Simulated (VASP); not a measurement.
# TiSi2 (Fddd) in VASP: a series of runs, part 2 of 2

VASP 6.6.1. The steps go on from the part before.

### 4 Electric field gradients, PBE (14.24 Å³/atom)

INCAR

```
SYSTEM = TiSi2
PREC = Accurate ; ENCUT = 520
EDIFF = 1E-8 ; ISMEAR = -1
SIGMA = 0.08 ; LREAL = .FALSE.
LASPH = .TRUE. ; NELM = 80
ALGO = Normal ; ISIF = 2
LWAVE = .FALSE. ; LCHARG = .FALSE.
GGA = PE ; LEFG = .TRUE.
NBANDS = 29
```

KPOINTS

```
regular mesh
0
G
  8 8 8
  0 0 0
```

POSCAR

```
TiSi2
1.0
    0.0000000000      4.1452723180      4.2897226768
    2.4023050964      0.0000000000      4.2897226768
    2.4023050964      4.1452723180      0.0000000000
Ti Si
2 4
Direct
    0.7500000000      0.7500000000      0.7500000000
    0.5000000000      0.5000000000      0.5000000000
    0.0830000000      0.4170000000      0.0830000000
    0.4170000000      0.0830000000      0.4170000000
    0.1670000000      0.8330000000      0.1670000000
    0.8330000000      0.1670000000      0.8330000000
```

Potentials or basis: VASP PAW PBE potentials, release 64 (Ti_sv, Si).

Command:

```sh
cat potpaw_PBE.64/Ti_sv/POTCAR potpaw_PBE.64/Si/POTCAR > POTCAR
mpirun -np 1 vasp_std > vasp.out
```

OUTCAR:

```text
SYSTEM = TiSi2
   PREC = Accurate
   ENCUT = 520
   EDIFF = 1E-8
   ISMEAR = -1
   LREAL = .FALSE.
   LASPH = .TRUE.
   NELM = 80
   ISIF = 2
   GGA = PE

 ion  position               nearest neighbor table
   1  0.750  0.750  0.750-   5 2.55   5 2.55   6 2.55   6 2.55   3 2.76   4 2.76   4 2.77   4 2.77
                             3 2.77   3 2.77
   2  0.500  0.500  0.500-   3 2.55   3 2.55   4 2.55   4 2.55   5 2.76   6 2.76   5 2.77   5 2.77
                             6 2.77   6 2.77
   3  0.083  0.417  0.083-   2 2.55   2 2.55   5 2.56   5 2.56   1 2.76   4 2.77   4 2.77   4 2.77
                             1 2.77   1 2.77
   4  0.417  0.083  0.417-   2 2.55   2 2.55   6 2.56   6 2.56   1 2.76   3 2.77   3 2.77   3 2.77
                             1 2.77   1 2.77
   5  0.167  0.833  0.167-   1 2.55   1 2.55   3 2.56   3 2.56   2 2.76   6 2.77   6 2.77   6 2.77
                             2 2.77   2 2.77
   6  0.833  0.167  0.833-   1 2.55   1 2.55   4 2.56   4 2.56   2 2.76   5 2.77   5 2.77   5 2.77
                             2 2.77   2 2.77

  LATTYP: Found a face centered orthorhombic cell.
 ALAT       =     4.8046101928
 B/A-ratio  =     1.7255394930
 C/A-ratio  =     1.7856693903

  Lattice vectors:
[... 994 lines left out ...]
    total drift:                               -0.000000     -0.000000     -0.000000

  FREE ENERGIE OF THE ION-ELECTRON SYSTEM (eV)
  ---------------------------------------------------
  free  energy   TOTEN  =       -40.7162868135 eV

  energy  without entropy=      -40.6725139992  energy(sigma->0) =      -40.69440041

 Electric field gradients (V/A^2)
---------------------------------------------------------------------
 ion       V_xx      V_yy      V_zz      V_xy      V_xz      V_yz
---------------------------------------------------------------------
   1      -2.331    10.246    -7.916    -0.001     0.000     0.001
   2      -2.331    10.246    -7.916    -0.001     0.000     0.001
   3       1.608    12.435   -14.043    -0.000    27.359     0.000
   4       1.608    12.435   -14.042     0.000   -27.359     0.000
   5       1.608    12.435   -14.043    -0.000    27.359     0.000
   6       1.608    12.435   -14.042     0.000   -27.359     0.000
---------------------------------------------------------------------

 Electric field gradients after diagonalization (V/A^2)
 (convention: |V_zz| > |V_xx| > |V_yy|)
----------------------------------------------------------------------
 ion       V_xx      V_yy      V_zz     asymmetry (V_yy - V_xx)/ V_zz
----------------------------------------------------------------------
   1      -7.916    -2.331    10.246       0.545
   2      -7.916    -2.331    10.246       0.545
   3      22.239    12.435   -34.673       0.283
   4      22.239    12.435   -34.673       0.283
   5      22.239    12.435   -34.673       0.283
   6      22.239    12.435   -34.673       0.283
----------------------------------------------------------------------

           NMR quadrupolar parameters

 Cq : quadrupolar parameter    Cq=e*Q*V_zz/h
 eta: asymmetry parameters     (V_yy - V_xx)/ V_zz
 Q  : nuclear electric quadrupole moment in mb (millibarn)
----------------------------------------------------------------------
 ion       Cq(MHz)       eta       Q (mb)
----------------------------------------------------------------------
   1       0.025       0.545       1.000
   2       0.025       0.545       1.000
   3      -0.084       0.283       1.000
   4      -0.084       0.283       1.000
   5      -0.084       0.283       1.000
   6      -0.084       0.283       1.000
----------------------------------------------------------------------
```

OSZICAR:

```text
N       E                     dE             d eps       ncg     rms          rms(c)
DAV:   1     0.385521367534E+03    0.38552E+03   -0.18789E+04  5510   0.146E+03
DAV:   2     0.112028625768E+01   -0.38440E+03   -0.37402E+03  5540   0.427E+02
DAV:   3    -0.407734216880E+02   -0.41894E+02   -0.41034E+02  9212   0.118E+02
DAV:   4    -0.441408760857E+02   -0.33675E+01   -0.33488E+01  7818   0.299E+01
DAV:   5    -0.443465203994E+02   -0.20564E+00   -0.20559E+00  8404   0.630E+00    0.183E+01
DAV:   6    -0.414045712229E+02    0.29419E+01   -0.33051E+01  7812   0.403E+01    0.699E+00
DAV:   7    -0.408004381662E+02    0.60413E+00   -0.66057E+00  7464   0.189E+01    0.507E+00
DAV:   8    -0.407340022050E+02    0.66436E-01   -0.83758E-01  7563   0.710E+00    0.136E+00
DAV:   9    -0.407155237925E+02    0.18478E-01   -0.16025E-01  7582   0.329E+00    0.511E-01
DAV:  10    -0.407166322939E+02   -0.11085E-02   -0.67280E-03  7332   0.603E-01    0.238E-01
DAV:  11    -0.407164517447E+02    0.18055E-03   -0.60329E-03  8251   0.574E-01    0.158E-01
DAV:  12    -0.407162874074E+02    0.16434E-03   -0.12133E-03  7615   0.271E-01    0.153E-02
DAV:  13    -0.407162874272E+02   -0.19785E-07   -0.27097E-05  7137   0.439E-02    0.141E-02
DAV:  14    -0.407162870058E+02    0.42140E-06   -0.22660E-06  7454   0.125E-02    0.365E-03
DAV:  15    -0.407162867411E+02    0.26467E-06   -0.11005E-06  8173   0.707E-03    0.397E-04
DAV:  16    -0.407162867659E+02   -0.24739E-07   -0.31581E-08  6128   0.128E-03    0.426E-04
DAV:  17    -0.407162868140E+02   -0.48094E-07   -0.35296E-09  4324   0.558E-04    0.219E-04
DAV:  18    -0.407162868135E+02    0.46475E-09   -0.14041E-09  3963   0.424E-04
   1 F= -.40716287E+02 E0= -.40694400E+02  d E =-.437728E-01
```

stdout:

```text
POSCAR found type information on POSCAR TiSi
 POSCAR found :  2 types and       6 ions
 scaLAPACK will be used
 LDA part: xc-table for (Slater+PW92), standard interpolation
 POSCAR, INCAR and KPOINTS ok, starting setup
 FFT: planning ... GRIDC
 FFT: planning ... GRID_SOFT
 FFT: planning ... GRID
 WAVECAR not read
 entering main loop
ion   1

ion   2

ion   3

ion   4

ion   5

ion   6
```

It took 7.6 min on 1 thread of AMD EPYC 7R43 (Zen 3), shared host; peak memory 0.33 GiB.

What came out:

| Item | Value |
| --- | --- |
| Free energy | -40.7163 eV |
| Pressure | -0.6 GPa |
| Largest force | 0.197 eV/Å |
| Band gap on the k mesh | zero (bands 20 and 21 overlap by 1.81 eV) |
| Largest electric field gradient by atom | Ti +10.2; Si -34.7 V/Å² |

Forces in eV/Å, atoms in the order of the input:
```
Ti   0.000  0.000  0.000
Ti   0.000  0.000  0.000
Si   0.000  0.197  0.000
Si   0.000 -0.197  0.000
Si   0.000 -0.197  0.000
Si   0.000  0.197  0.000
```

Levels at points of the mesh, in eV from the Fermi level:
| k point | band 16 | band 17 | band 18 | band 19 | band 20 | band 21 | band 22 | band 23 | band 24 | band 25 |
| --- | --- | --- | --- | --- | --- | --- | --- | --- | --- | --- |
| (0.00, 0.00, 0.00) | -2.62 | -2.22 | -1.95 | -1.71 | -1.50 | -0.91 | 1.96 | 3.12 | 3.16 | 3.31 |
| (0.50, 0.00, 0.00) | -2.48 | -1.95 | -1.07 | -0.05 | 0.16 | 1.00 | 1.32 | 1.73 | 2.19 | 2.58 |
| (0.50, 0.50, 0.00) | -2.97 | -1.60 | -1.60 | -1.01 | -1.01 | 0.78 | 0.78 | 3.14 | 3.14 | 3.32 |
| (0.50, 0.00, 0.50) | -2.42 | -2.38 | -2.38 | -0.84 | -0.84 | 1.23 | 1.23 | 3.17 | 3.17 | 3.30 |
| (0.00, 0.50, 0.50) | -1.28 | -1.25 | -1.25 | -0.65 | -0.65 | 0.90 | 0.90 | 2.21 | 2.21 | 2.95 |

Electric field gradients, principal values (V/Å²):
| atom | least | middle | greatest (by size) |
| --- | --- | --- | --- |
| 1 Ti | -2.331 | -7.916 | 10.246 |
| 2 Ti | -2.331 | -7.916 | 10.246 |
| 3 Si | 12.435 | 22.239 | -34.673 |
| 4 Si | 12.435 | 22.239 | -34.673 |
| 5 Si | 12.435 | 22.239 | -34.673 |
| 6 Si | 12.435 | 22.239 | -34.673 |

Caveat: without QUAD_EFG the Cq values of the log hold for a quadrupole moment of 1 mb, not for the nuclei.

### 5 Overview

| cell | gap on the mesh (eV) | pressure (GPa) | largest force (eV/Å) |
| --- | --- | --- | --- |
| a = 5.988, b = 4.959, c = 4.760 Å, angles 76.0, 53.5, 50.5°, 6 atoms | none | -1.0 | 0.23 |
| a = 5.926, b = 4.884, c = 4.760 Å, angles 75.8, 53.0, 51.1°, 6 atoms | none | 2.3 | 0.20 |
| a = 5.965, b = 4.917, c = 4.791 Å, angles 75.8, 53.0, 51.1°, 6 atoms | none | -0.6 | 0.20 |

Alike in all rows: task electric field gradients; level PBE; potentials or basis VASP PAW PBE potentials, release 64 (Ti_sv, Si); no spin polarisation; k mesh 8 × 8 × 8; cutoff (eV) 520; smearing fermi-dirac 0.08 eV.

Total energies depend on the potentials used, so only differences within one code and one set of settings carry meaning.
